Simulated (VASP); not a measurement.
# AlSi40H16Cl3 in VASP: a series of runs, part 3 of 3

VASP 6.6.1. The steps go on from the part before.

### Step 4. Single point, PBE

The input, INCAR:

```
  ALGO = Normal
  EDIFF = 1E-6
  ENCUT = 520
  GGA = PE
  ISIF = 2
  ISMEAR = -1
  LASPH = True
  LCHARG = True
  LELF = True
  LREAL = Auto
  LVHAR = True
  LWAVE = False
  NBANDS = 136
  NELM = 60
  PREC = Accurate
  SIGMA = 0.02
```

The input, KPOINTS:

```
k-points
0
Gamma
  2 1 1
```

The input, POSCAR:

```
AlSi40H16Cl3
1.0
    7.6791800000      0.0000000000      0.0000000000
    0.0000000000     15.3583590000      0.0000000000
    0.0000000000      0.0000000000     18.2555000000
H Si Al Cl
16 40 1 3
Direct
    0.4093920184      0.0000000000      0.0547780121
    0.0906079816      0.0000000000      0.0547780121
    0.9093920184      0.0000000000      0.0547780121
    0.5906079816      0.0000000000      0.0547780121
    0.4093920184      0.2500000163      0.0547780121
    0.0906079816      0.2500000163      0.0547780121
    0.9093920184      0.2500000163      0.0547780121
    0.5906079816      0.2500000163      0.0547780121
    0.4093920184      0.5000000326      0.0547780121
    0.0906079816      0.5000000326      0.0547780121
    0.9093920184      0.5000000326      0.0547780121
    0.5906079816      0.5000000326      0.0547780121
    0.4093920184      0.7499999837      0.0547780121
    0.0906079816      0.7499999837      0.0547780121
    0.9093920184      0.7499999837      0.0547780121
    0.5906079816      0.7499999837      0.0547780121
    0.2500000000      0.0000000000      0.1021883816
    0.7500000000      0.0000000000      0.1021883816
    0.2500000000      0.2500000163      0.1021883816
    0.7500000000      0.2500000163      0.1021883816
    0.2500000000      0.5000000326      0.1021883816
    0.7500000000      0.5000000326      0.1021883816
    0.2500000000      0.7499999837      0.1021883816
    0.7500000000      0.7499999837      0.1021883816
    0.2471503468      0.1243714905      0.1722956369
    0.7488823025      0.1246674205      0.1732415436
    0.2443328585      0.3738995813      0.1788181096
    0.7439951922      0.3750294546      0.1797670291
    0.2779089694      0.6237755609      0.1766285229
    0.7722612310      0.6262344174      0.1696853003
    0.2434965712      0.8754909297      0.1789196133
    0.7442771233      0.8750623032      0.1808226014
   -0.0013954615      0.1237925875      0.2454283914
    0.4962955680      0.1200024039      0.2437849415
   -0.0057331642      0.3701248291      0.2555333461
    0.4905642269      0.3668859414      0.2566933253
    0.0201835352      0.6244404757      0.2430517378
    0.5438193922      0.6278657114      0.2527322177
   -0.0053490086      0.8765495064      0.2574728164
    0.4894277774      0.8788510543      0.2574843198
    0.0106891621      0.0064760825      0.3293305579
    0.4715336794      0.0064041998      0.3303286681
   -0.0160306179      0.2408838731      0.3278871025
    0.5042999383      0.2362587045      0.3245679932
   -0.0245282699      0.5031796691      0.3196024760
    0.4582597361      0.4538093555      0.3636720440
   -0.0045700192      0.7422983797      0.3234677768
    0.4521623402      0.7508716914      0.3289657911
    0.2406159251      0.0370279794      0.4153269426
    0.7410495652      0.0641306145      0.3648539892
    0.2443980998      0.1905100018      0.3823635069
    0.7420556622      0.2087856522      0.4046810002
    0.2178947492      0.5502683587      0.3895634192
    0.6903979331      0.5485890778      0.3500364822
    0.2225198524      0.7077834943      0.4102247542
    0.7172195469      0.6992534163      0.3654538632
    0.4254639167      0.3787926822      0.4814398400
    0.2064299834      0.4908924840      0.5044954671
    0.2564390990      0.2589050041      0.4979944126
    0.5936490615      0.3835243726      0.5730926022
```

Potentials or basis: VASP PAW PBE potentials, release 64 (H, Si, Al, Cl).

Launch:

```sh
> cat potpaw_PBE.64/H/POTCAR potpaw_PBE.64/Si/POTCAR potpaw_PBE.64/Al/POTCAR potpaw_PBE.64/Cl/POTCAR > POTCAR
> mpirun -np 1 vasp_std > vasp.out
```

OUTCAR:

```text
EDIFF = 1E-6
   ENCUT = 520
   GGA = PE
   ISIF = 2
   ISMEAR = -1
   LASPH = True
   LREAL = Auto
   NELM = 60
   PREC = Accurate

 ion  position               nearest neighbor table
   1  0.409  0.000  0.055-  17 1.50
   2  0.091  0.000  0.055-  17 1.50
   3  0.909  0.000  0.055-  18 1.50
   4  0.591  0.000  0.055-  18 1.50
   5  0.409  0.250  0.055-  19 1.50
   6  0.091  0.250  0.055-  19 1.50
[... 8 lines left out ...]
  15  0.909  0.750  0.055-  24 1.50
  16  0.591  0.750  0.055-  24 1.50
  17  0.250  0.000  0.102-   1 1.50   2 1.50  25 2.30  31 2.37
[... 25 lines left out ...]
  43  0.984  0.241  0.328-  33 2.35  51 2.36  52 2.38  35 2.39
  44  0.504  0.236  0.325-  34 2.32  36 2.36  51 2.36  52 2.38
  45  0.975  0.503  0.320-  37 2.35  35 2.36  54 2.36  53 2.37
  46  0.458  0.454  0.364-  54 2.31  36 2.38  53 2.41  57 2.45
  47  0.995  0.742  0.323-  37 2.34  56 2.36  39 2.39  55 2.41
  48  0.452  0.751  0.329-  56 2.28  40 2.38  55 2.40  38 2.45
  49  0.241  0.037  0.415-  42 2.40  41 2.41  51 2.43
  50  0.741  0.064  0.365-  52 2.34  42 2.34  41 2.34  34 3.03  33 3.08
  51  0.244  0.191  0.382-  59 2.36  43 2.36  44 2.36  49 2.43
  52  0.742  0.209  0.405-  50 2.34  44 2.38  43 2.38
  53  0.218  0.550  0.390-  58 2.29  45 2.37  46 2.41  55 2.45
  54  0.690  0.549  0.350-  46 2.31  56 2.34  45 2.36  38 2.43
  55  0.223  0.708  0.410-  48 2.40  47 2.41  53 2.45
  56  0.717  0.699  0.365-  48 2.28  54 2.34  47 2.36  38 2.69
  57  0.425  0.379  0.481-  60 2.11  59 2.27  58 2.44  46 2.45
  58  0.206  0.491  0.504-  53 2.29  57 2.44
  59  0.256  0.259  0.498-  57 2.27  51 2.36
  60  0.594  0.384  0.573-  57 2.11

  LATTYP: Found a simple orthorhombic cell.
 ALAT       =     7.6791800000
 B/A-ratio  =     1.9999998698
 C/A-ratio  =     2.3772720525

  Lattice vectors:

 A1 = (   7.6791800000,   0.0000000000,   0.0000000000)
 A2 = (   0.0000000000,  15.3583590000,   0.0000000000)
 A3 = (   0.0000000000,   0.0000000000,  18.2555000000)

Analysis of symmetry for initial positions (statically):
=====================================================================
 Subroutine PRICEL returns:
 Original cell was already a primitive cell.

 Routine SETGRP: Setting up the symmetry group for a
 simple orthorhombic supercell.

 Subroutine GETGRP returns: Found  1 space group operations
 (whereof  1 operations were pure point group operations)
 out of a pool of  8 trial point group operations.

The static configuration has the point symmetry C_1 .

Analysis of symmetry for dynamics (positions and initial velocities):
=====================================================================
 Subroutine PRICEL returns:
 Original cell was already a primitive cell.

 Routine SETGRP: Setting up the symmetry group for a
 simple orthorhombic supercell.

 Subroutine GETGRP returns: Found  1 space group operations
 (whereof  1 operations were pure point group operations)
 out of a pool of  8 trial point group operations.

The dynamic configuration has the point symmetry C_1 .

 Subroutine INISYM returns: Found  1 space group operations
 (whereof  1 operations are pure point group operations),
 and found     1 'primitive' translations

----------------------------------------------------------------------------------------

                                     Primitive cell

  volume of cell :    2153.0464
[... 166 lines left out ...]
   total plane-waves  NPLWV = ******
   dimension x,y,z NGX =    60 NGY =  120 NGZ =  140
   dimension x,y,z NGXF=   120 NGYF=  240 NGZF=  280
   ions per type =              16  40   1   3
   NGX,Y,Z   is equivalent  to a cutoff of  12.99, 12.99, 12.75 a.u.
   NGXF,Y,Z  is equivalent  to a cutoff of  25.98, 25.98, 25.50 a.u.
 SYSTEM =  unknown system
   PREC   = accura    normal or accurate (medium, high low for compatibility)
   ISTART =      0    job   : 0-new  1-cont  2-samecut
   ICHARG =      2    charge: 1-file 2-atom 10-const
   ISPIN  =      1    spin polarized calculation?
   LNONCOLLINEAR =      F non collinear calculations
   LSORBIT =      F    spin-orbit coupling
   LASPH  =      T    aspherical Exc in radial PAW
   ENCUT  =  520.0 eV  38.22 Ry    6.18 a.u.  14.28 28.56 33.94*2*pi/ulx,y,z
   NELM   =     60;   NELMIN=  2; NELMDL= -5     # of ELM steps
   EDIFF  = 0.1E-05   stopping-criterion for ELM
   LREAL  =      T    real-space projection
   EDIFFG = 0.1E-04   stopping-criterion for IOM
   NSW    =      0    number of steps for IOM
   IBRION =     -1    ionic relax: 0-MD 1-quasi-New 2-CG
   NFREE  =      0    steps in history (QN), initial steepest desc. (CG)
   ISIF   =      2    stress and relaxation
   ISYM   =      2    0-nonsym 1-usesym 2-fastsym
   POTIM  = 0.5000    time-step for ionic-motion
   TEBEG  =    0.0;   TEEND  =   0.0 temperature during run
   PSTRESS=    0.0 pullay stress
   NELECT =     200.0000    total number of electrons
   NUPDOWN=      -1.0000    fix difference up-down
   EMIN   =  10.00;   EMAX   =-10.00  energy-range for DOS
   EFERMI =   0.00;   METHOD = LEGACY
   ISMEAR =    -1;   SIGMA  =   0.02  broadening in eV -4-tet -1-fermi 0-gaus
   EFERMI_NEDOS =   21; number of points for ismear=-14 and -15
   IALGO  =     38    algorithm
   IMIX   =      4    mixing-type and parameters
     AMIX     =   0.40;   BMIX     =  1.00
     AMIX_MAG =   1.60;   BMIX_MAG =  1.00
  volume/ion in A,a.u.               =      35.88       242.16
  Fermi-wavevector in a.u.,A,eV,Ry     =   0.741425  1.401089  7.479266  0.549711
  Thomas-Fermi vector in A             =   1.836062
   LORBIT       =      0    0 simple, 1 ext, 2 COOP (PROOUT), +10 PAW based schemes
   GGA     = PE    functional components
   LHFCALC =     F    Hartree Fock is set to
   AEXX    =    0.0000 exact exchange contribution
   IVDW    =     0    specifies the selected vdW correction
   LEPSILON=     F    determine dielectric tensor
   LRPA    =     F    only Hartree local field effects (RPA)
 non-spin polarized calculation
  energy-cutoff  :      520.00
  volume of cell :     2153.05
 maximum number of plane-waves:     58003
 NGX is ok and might be reduce to    60
   NGX = 29   NGY = 57   NGZ = 67

 number of electron     200.0000011 magnetization

 Free energy of the ion-electron system (eV)
  ---------------------------------------------------
  ext. energy  EPLUGINS =         0.00000000
  ---------------------------------------------------
  free energy    TOTEN  =      -271.98656551 eV

  energy without entropy =     -271.98656517  energy(sigma->0) =     -271.98656534

 E-fermi :  -0.2687     XC(G=0):  -4.9206

 val. band max:       -0.5605137066   @ k =   0.5000   0.0000   0.0000
 cond. band min:       0.0198010484   @ k =   0.0000   0.0000   0.0000
 fundamental gap:      0.5803147550
 Fermi energy:        -0.2686651817

 k-point     1 :       0.0000    0.0000    0.0000
  band No.  band energies     occupation
      1     -17.1702      2.00000
      2     -16.9482      2.00000
      3     -15.7543      2.00000
      4     -12.1006      2.00000
      5     -11.6982      2.00000
      6     -11.1534      2.00000
[... 104 lines left out ...]
    111       1.4972      0.00000
    112       1.5689      0.00000

 k-point     2 :       0.5000    0.0000    0.0000
  band No.  band energies     occupation
      1     -17.1699      2.00000
      2     -16.9480      2.00000
      3     -15.7548      2.00000
      4     -11.7655      2.00000
      5     -11.3724      2.00000
      6     -11.2394      2.00000
[... 104 lines left out ...]
    111       1.6995      0.00000
    112       1.8314      0.00000
 [bands above 112 left out]

------------------------ aborting loop because EDIFF is reached ----------------------------------------

  FORCE on cell =-STRESS in cart. coord.  units (eV):
  Direction    XX          YY          ZZ          XY          YZ          ZX
  --------------------------------------------------------------------------------------
  -------------------------------------------------------------------------------------
  Total       27.1643238      3.9894534      0.4280979      1.4796524      1.2846068     -1.3456878
  in kB       20.2141780      2.9687292      0.3185666      1.1010750      0.9559329     -1.0013860
  external PRESSURE =       7.8338246 kB  Pullay stress =       0.0000000 kB

 VOLUME and BASIS-vectors are now :
 -----------------------------------------------------------------------------
  energy-cutoff  :      520.00
  volume of cell :     2153.05
      direct lattice vectors                 reciprocal lattice vectors
     7.679180000  0.000000000  0.000000000     0.130222237  0.000000000  0.000000000
     0.000000000 15.358359000  0.000000000     0.000000000  0.065111123  0.000000000
     0.000000000  0.000000000 18.255500000     0.000000000  0.000000000  0.054778012

 POSITION                                       TOTAL-FORCE (eV/Angst)
 -----------------------------------------------------------------------------------
      3.14379      0.00000      1.00000        -0.614213     -0.129190      0.011008
      0.69580      0.00000      1.00000         0.648024     -0.105434     -0.080075
      6.98338      0.00000      1.00000        -0.604069     -0.155812      0.016344
      4.53539      0.00000      1.00000         0.635747     -0.083371     -0.023742
      3.14379      3.83959      1.00000        -0.620546      0.105360     -0.001242
      0.69580      3.83959      1.00000         0.639139      0.075448     -0.050701
[... 52 lines left out ...]
      1.96924      3.97636      9.09114         0.005850      0.034647     -0.021434
      4.55874      5.89030     10.46209        -0.038199      0.047873     -0.032179
 -----------------------------------------------------------------------------------
    total drift:                               -0.017395      0.011121      0.024104

  FREE ENERGIE OF THE ION-ELECTRON SYSTEM (eV)
  ---------------------------------------------------
  free  energy   TOTEN  =      -271.9865655089 eV

  energy  without entropy=     -271.9865651674  energy(sigma->0) =     -271.98656534
```

It took 48 min on 1 thread of Oxide Virtual Turin-like, shared host; peak memory 2.1 GiB.

Results:

```yaml
Free_energy: -271.9866 eV
Largest_force: 0.687 eV/Å
Band_gap_on_the_k_mesh: 0.58 eV (least direct gap 0.67 eV)
```

Forces on the atoms (eV/Å):
```
H   -0.614 -0.129  0.011
H    0.648 -0.105 -0.080
H   -0.604 -0.156  0.016
H    0.636 -0.083 -0.024
H   -0.621  0.105 -0.001
H    0.639  0.075 -0.051
H   -0.598  0.137  0.035
H    0.641  0.068 -0.040
H   -0.657 -0.188 -0.064
H    0.527  0.150  0.089
H   -0.601 -0.189 -0.061
H    0.631 -0.012  0.002
H   -0.645  0.179 -0.073
H    0.478 -0.207  0.091
H   -0.599  0.290 -0.138
H    0.601  0.000  0.015
Si  -0.199 -0.245 -0.238
Si  -0.087 -0.259  0.027
Si  -0.069  0.087 -0.136
Si  -0.210  0.194  0.008
Si   0.401 -0.270  0.309
Si  -0.060 -0.341 -0.004
Si   0.481  0.113  0.416
Si   0.132  0.614 -0.181
Si  -0.005 -0.003 -0.002
Si  -0.001 -0.005  0.000
Si  -0.005 -0.003  0.003
Si  -0.008  0.001  0.004
Si   0.002 -0.001  0.001
Si   0.012  0.002 -0.005
Si  -0.004  0.004  0.002
Si  -0.004  0.000  0.000
Si  -0.002  0.002  0.001
Si  -0.004  0.000 -0.010
Si  -0.007 -0.003 -0.001
Si  -0.006 -0.008  0.007
Si   0.008 -0.002 -0.001
Si   0.019  0.007  0.005
Si  -0.005  0.004  0.002
Si  -0.005  0.004  0.002
Si  -0.007  0.002  0.001
Si   0.007  0.006  0.001
Si  -0.007 -0.002 -0.003
Si   0.012 -0.022 -0.013
Si  -0.019  0.000 -0.010
Si  -0.024  0.000  0.001
Si  -0.015 -0.003 -0.002
Si  -0.007  0.003 -0.005
Si   0.002  0.011 -0.005
Si   0.001  0.014 -0.001
Si   0.006  0.020  0.001
Si   0.004  0.016  0.044
Si  -0.021 -0.007 -0.003
Si  -0.019 -0.003 -0.010
Si  -0.014  0.002 -0.004
Si  -0.016  0.001 -0.005
Al  -0.048  0.055  0.064
Cl  -0.038 -0.001  0.068
Cl   0.006  0.035 -0.021
Cl  -0.038  0.048 -0.032
```

Levels at points of the mesh, in eV from the valence-band top:
```csv
k point,band 98,band 99,band 100,band 101,band 102,band 103
"(0.00, 0.00, 0.00)",-0.32,-0.15,-0.09,0.58,0.80,1.22
"(0.50, 0.00, 0.00)",-0.13,-0.04,0.00,0.72,1.31,1.55
```

### Step 5. Summary

```tsv
cell	gap on the mesh (eV)	largest force (eV/Å)
as given, atomic positions A	none	0.65
as given, atomic positions B	none	0.65
as given, atomic positions C	0.58	0.69
```

Alike in all rows: task single point; level PBE; potentials or basis VASP PAW PBE potentials, release 64 (H, Si, Al, Cl); no spin polarisation; k mesh 2 × 1 × 1; cutoff (eV) 520; smearing fermi-dirac 0.02 eV.

Caveats: some runs use coarse meshes.

Total energies depend on the potentials used, so only differences within one code and one set of settings carry meaning.
